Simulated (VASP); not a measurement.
# AlN (I4/mmm) in VASP: a series of runs

The runs below take AlN through single point, with r2SCAN.

Program: VASP 6.6.1. These are calculated values, not measurements. Logs are shortened: lines on timing, memory, paths and dates and some standing lists are left out, and cuts for length are marked.

## Step 1: The cell of the first run

The structure is tetragonal, space group I4/mmm (No. 139). The conventional cell has a = 2.949 Å, b = 2.949 Å, c = 4.069 Å, α = 90.00°, β = 90.00°, γ = 90.00°. Al (site symmetry 4/mmm) has 6 N at 2.03 to 2.09 Å within 2.7 Å. Within 2.7 Å of N (site symmetry 4/mmm) lie 6 Al at 2.03 to 2.09 Å.

## Step 2: Single point, r2SCAN (strain +0.025 along x and y, +0.000 along z)

POSCAR reads:

```
AlN
1.0
    0.0000000000      2.0853809500      2.0345180000
    2.0853809500      0.0000000000      2.0345180000
    2.0853809500      2.0853809500      0.0000000000
Al N
1 1
Direct
    0.5000000000      0.5000000000      0.5000000000
    0.0000000000      0.0000000000      0.0000000000
```

INCAR.step1 reads:

```
  PREC = Accurate
  ENCUT = 520
  ISMEAR = 0
  SIGMA = 0.05
  LREAL = False
  LASPH = True
  NELM = 60
  NBANDS = 11
  GGA = PE
  ALGO = Normal
  EDIFF = 1E-4
  LWAVE = True
  LCHARG = False
```

INCAR.step2 reads:

```
  PREC = Accurate
  ENCUT = 520
  EDIFF = 1E-7
  ISMEAR = 0
  SIGMA = 0.05
  LREAL = False
  LASPH = True
  NELM = 60
  ALGO = Normal
  ISIF = 2
  LWAVE = False
  LCHARG = False
  METAGGA = R2SCAN
  LMIXTAU = True
  NBANDS = 11
  ISTART = 1
```

KPOINTS reads:

```
regular mesh
0
Gamma
  10 10 10
```

Potentials or basis: VASP PAW PBE potentials, release 64 (Al, N).

The run is started by

```sh
> cat potpaw_PBE.64/Al/POTCAR potpaw_PBE.64/N/POTCAR > POTCAR
> cp INCAR.step1 INCAR
> mpirun -np 1 vasp_std > vasp.out
> cp INCAR.step2 INCAR
> mpirun -np 1 vasp_std > vasp.out
```

OUTCAR:

```text
PREC = Accurate
   ENCUT = 520
   EDIFF = 1E-7
   ISMEAR = 0
   LREAL = False
   LASPH = True
   NELM = 60
   ISIF = 2
   METAGGA = R2SCAN
   ISTART = 1

 ion  position               nearest neighbor table
   1  0.500  0.500  0.500-   2 2.03   2 2.03   2 2.09   2 2.09   2 2.09   2 2.09
   2  0.000  0.000  0.000-   1 2.03   1 2.03   1 2.09   1 2.09   1 2.09   1 2.09

  LATTYP: Found a body centered tetragonal cell.
 ALAT       =     2.9491740222
 C/A-ratio  =     1.3797205487

  Lattice vectors:

 A1 = (   0.0000000000,  -2.0853809500,  -2.0345180000)
 A2 = (   0.0000000000,   2.0853809500,  -2.0345180000)
 A3 = (   2.0853809500,   0.0000000000,   2.0345180000)

Analysis of symmetry for initial positions (statically):
=====================================================================
 Subroutine PRICEL returns:
 Original cell was already a primitive cell.

 Routine SETGRP: Setting up the symmetry group for a
 body centered tetragonal supercell.

 Subroutine GETGRP returns: Found 16 space group operations
 (whereof 16 operations were pure point group operations)
 out of a pool of 16 trial point group operations.

The static configuration has the point symmetry D_4h.

Analysis of symmetry for dynamics (positions and initial velocities):
=====================================================================
 Subroutine PRICEL returns:
 Original cell was already a primitive cell.

 Routine SETGRP: Setting up the symmetry group for a
 body centered tetragonal supercell.

 Subroutine GETGRP returns: Found 16 space group operations
 (whereof 16 operations were pure point group operations)
 out of a pool of 16 trial point group operations.

The dynamic configuration has the point symmetry D_4h.

 Subroutine INISYM returns: Found 16 space group operations
 (whereof 16 operations are pure point group operations),
 and found     1 'primitive' translations

----------------------------------------------------------------------------------------

                                     Primitive cell

  volume of cell :      17.6955

  direct lattice vectors                    reciprocal lattice vectors
     0.000000000  2.085380950  2.034518000    -0.239764346  0.239764346  0.245758455
     2.085380950  0.000000000  2.034518000     0.239764346 -0.239764346  0.245758455
     2.085380950  2.085380950  0.000000000     0.239764346  0.239764346 -0.245758455

  length of vectors
     2.913430486  2.913430486  2.949174022     0.418773330  0.418773330  0.418773330

  position of ions in fractional coordinates (direct lattice)
     0.500000000  0.500000000  0.500000000
     0.000000000  0.000000000  0.000000000

  ion indices of the primitive-cell ions
   primitive index   ion index
                 1           1
                 2           2

----------------------------------------------------------------------------------------

 KPOINTS: regular mesh

Automatic generation of k-mesh.
 Grid dimensions read from file:
 generate k-points for:   10   10   10

 Generating k-lattice:

  Cartesian coordinates                     Fractional coordinates (reciprocal lattice)
    -0.023976435  0.023976435  0.024575845     0.100000000 -0.000000000  0.000000000
     0.023976435 -0.023976435  0.024575845    -0.000000000  0.100000000  0.000000000
     0.023976435  0.023976435 -0.024575845     0.000000000  0.000000000  0.100000000

  Length of vectors
     0.041877333  0.041877333  0.041877333

  Shift w.r.t. Gamma in fractional coordinates (k-lattice)
     0.000000000  0.000000000  0.000000000

 Subroutine IBZKPT returns following result:
 ===========================================

 Found    102 irreducible k-points:

 Following reciprocal coordinates:
            Coordinates               Weight
  0.000000  0.000000  0.000000      1.000000
  0.100000  0.000000  0.000000      8.000000
  0.200000  0.000000  0.000000      8.000000
  0.300000  0.000000  0.000000      8.000000
  0.400000  0.000000  0.000000      8.000000
  0.500000  0.000000  0.000000      4.000000
[... 16 lines left out ...]
  0.300000  0.300000  0.000000      2.000000
  0.400000  0.300000  0.000000      8.000000
 [... further k-points ...]
   k-points           NKPTS =    102   k-points in BZ     NKDIM =    102   number of bands    NBANDS=     11
   number of dos      NEDOS =    301   number of ions     NIONS =      2
   total plane-waves  NPLWV =  13824
   dimension x,y,z NGX =    24 NGY =   24 NGZ =   24
   dimension x,y,z NGXF=    48 NGYF=   48 NGZF=   48
   ions per type =               1   1
   NGX,Y,Z   is equivalent  to a cutoff of  13.69, 13.69, 13.53 a.u.
   NGXF,Y,Z  is equivalent  to a cutoff of  27.39, 27.39, 27.06 a.u.
 SYSTEM =  unknown system
   PREC   = accura    normal or accurate (medium, high low for compatibility)
   ISTART =      1    job   : 0-new  1-cont  2-samecut
   ICHARG =      0    charge: 1-file 2-atom 10-const
   ISPIN  =      1    spin polarized calculation?
   LNONCOLLINEAR =      F non collinear calculations
   LSORBIT =      F    spin-orbit coupling
   LASPH  =      T    aspherical Exc in radial PAW
   ENCUT  =  520.0 eV  38.22 Ry    6.18 a.u.   5.42  5.42  5.48*2*pi/ulx,y,z
   NELM   =     60;   NELMIN=  2; NELMDL=  0     # of ELM steps
   EDIFF  = 0.1E-06   stopping-criterion for ELM
   LREAL  =      F    real-space projection
   EDIFFG = 0.1E-05   stopping-criterion for IOM
   NSW    =      0    number of steps for IOM
   IBRION =     -1    ionic relax: 0-MD 1-quasi-New 2-CG
   NFREE  =      0    steps in history (QN), initial steepest desc. (CG)
   ISIF   =      2    stress and relaxation
   ISYM   =      2    0-nonsym 1-usesym 2-fastsym
   POTIM  = 0.5000    time-step for ionic-motion
   TEBEG  =    0.0;   TEEND  =   0.0 temperature during run
   PSTRESS=    0.0 pullay stress
   NELECT =       8.0000    total number of electrons
   NUPDOWN=      -1.0000    fix difference up-down
   EMIN   =  10.00;   EMAX   =-10.00  energy-range for DOS
   EFERMI =   0.00;   METHOD = LEGACY
   ISMEAR =     0;   SIGMA  =   0.05  broadening in eV -4-tet -1-fermi 0-gaus
   EFERMI_NEDOS =   21; number of points for ismear=-14 and -15
   IALGO  =     38    algorithm
   IMIX   =      4    mixing-type and parameters
     AMIX     =   0.40;   BMIX     =  1.00
     AMIX_MAG =   1.60;   BMIX_MAG =  1.00
  volume/ion in A,a.u.               =       8.85        59.71
  Fermi-wavevector in a.u.,A,eV,Ry     =   1.256466  2.374376 21.479608  1.578707
  Thomas-Fermi vector in A             =   2.390173
   LORBIT       =      0    0 simple, 1 ext, 2 COOP (PROOUT), +10 PAW based schemes
   METAGGA = R2SCAN    functional components
   LHFCALC =     F    Hartree Fock is set to
   AEXX    =    0.0000 exact exchange contribution
   IVDW    =     0    specifies the selected vdW correction
   LEPSILON=     F    determine dielectric tensor
   LRPA    =     F    only Hartree local field effects (RPA)
 non-spin polarized calculation
 Gauss-broadening in eV      SIGMA  =   0.05
  energy-cutoff  :      520.00
  volume of cell :       17.70
 maximum number of plane-waves:       499
 NGX is ok and might be reduce to    24
   NGX = 11   NGY = 11   NGZ = 11

 number of electron       8.0000001 magnetization

 Free energy of the ion-electron system (eV)
  ---------------------------------------------------
  ext. energy  EPLUGINS =         0.00000000
  ---------------------------------------------------
  free energy    TOTEN  =       -18.81692123 eV

  energy without entropy =      -18.81692123  energy(sigma->0) =      -18.81692123

 E-fermi :   9.2063     XC(G=0): -12.5415

 val. band max:        8.9799582294   @ k =   0.0000   0.0000   0.0000
 cond. band min:      13.5992055474   @ k =   0.5000   0.5000   0.0000
 fundamental gap:      4.6192473180
 Fermi energy:         9.2062597401

 k-point     1 :       0.0000    0.0000    0.0000
  band No.  band energies     occupation
      1      -8.8728      2.00000
      2       8.7875      2.00000
      3       8.9800      2.00000
      4       8.9800      2.00000
      5      14.4311      0.00000
      6      21.4913      0.00000
      7      21.4913      0.00000
      8      21.8240      0.00000
      9      26.5717      0.00000
     10      27.2056      0.00000
     11      27.3770      0.00000

 k-point     2 :       0.1000    0.0000    0.0000
  band No.  band energies     occupation
      1      -8.6780      2.00000
      2       7.8822      2.00000
      3       8.7578      2.00000
      4       8.8507      2.00000
      5      15.1084      0.00000
      6      20.7613      0.00000
      7      21.7643      0.00000
      8      22.0118      0.00000
      9      25.1123      0.00000
     10      25.7214      0.00000
     11      27.6913      0.00000

 k-point     3 :       0.2000    0.0000    0.0000
  band No.  band energies     occupation
      1      -8.1145      2.00000
      2       5.7762      2.00000
      3       8.4983      2.00000
      4       8.5374      2.00000
      5      15.9201      0.00000
      6      20.1974      0.00000
      7      21.7466      0.00000
      8      22.2127      0.00000
      9      24.7956      0.00000
     10      25.0507      0.00000
     11      26.9754      0.00000
[... 267 lines left out ...]
 k-point    23 :       0.3000    0.3000    0.0000
  band No.  band energies     occupation
      1      -6.6903      2.00000
      2       4.1369      2.00000
      3       6.8882      2.00000
      4       6.8882      2.00000
      5      15.9539      0.00000
      6      16.2817      0.00000
      7      21.1877      0.00000
      8      24.7325      0.00000
      9      24.7325      0.00000
     10      29.4335      0.00000
     11      33.5408      0.00000

 k-point    24 :       0.4000    0.3000    0.0000
  band No.  band energies     occupation
      1      -5.9952      2.00000
      2       3.1749      2.00000
      3       6.1927      2.00000
      4       6.6186      2.00000
      5      15.3133      0.00000
      6      16.3286      0.00000
      7      21.6265      0.00000
      8      24.6598      0.00000
      9      25.4901      0.00000
     10      30.8655      0.00000
     11      34.2947      0.00000

 [... further k-points ...]

------------------------ aborting loop because EDIFF is reached ----------------------------------------

  FORCE on cell =-STRESS in cart. coord.  units (eV):
  Direction    XX          YY          ZZ          XY          YZ          ZX
  --------------------------------------------------------------------------------------
  -------------------------------------------------------------------------------------
  Total       -2.1376343     -2.1376343     -1.6398034      0.0000000     -0.0000000     -0.0000000
  in kB     -193.5448682   -193.5448682   -148.4704507      0.0000000     -0.0000000     -0.0000000
  external PRESSURE =    -178.5200623 kB  Pullay stress =       0.0000000 kB

 VOLUME and BASIS-vectors are now :
 -----------------------------------------------------------------------------
  energy-cutoff  :      520.00
  volume of cell :       17.70
      direct lattice vectors                 reciprocal lattice vectors
     0.000000000  2.085380950  2.034518000    -0.239764346  0.239764346  0.245758455
     2.085380950  0.000000000  2.034518000     0.239764346 -0.239764346  0.245758455
     2.085380950  2.085380950  0.000000000     0.239764346  0.239764346 -0.245758455

 POSITION                                       TOTAL-FORCE (eV/Angst)
 -----------------------------------------------------------------------------------
      2.08538      2.08538      2.03452         0.000000     -0.000000      0.000000
      0.00000      0.00000      0.00000        -0.000000      0.000000      0.000000
 -----------------------------------------------------------------------------------
    total drift:                                0.000000     -0.000000     -0.000000

  FREE ENERGIE OF THE ION-ELECTRON SYSTEM (eV)
  ---------------------------------------------------
  free  energy   TOTEN  =       -18.8169212268 eV

  energy  without entropy=      -18.8169212268  energy(sigma->0) =      -18.81692123
```

Run time: 82 s. Hardware: 1 thread of Intel Xeon 8259CL, shared host; peak memory 0.15 GiB.

What came out:

| Property | Result |
| --- | --- |
| Free energy | -18.8169 eV |
| Pressure | -17.9 GPa |
| Band gap on the k mesh | 4.62 eV (least direct gap 5.45 eV) |

Caveat: the cell differs from its parent crystal (strain +0.025 along x and y, +0.000 along z); the cell stands under tension; the PAW data sets were made with another functional, which shifts forces and pressure a little.

[end of part 1 of 2]
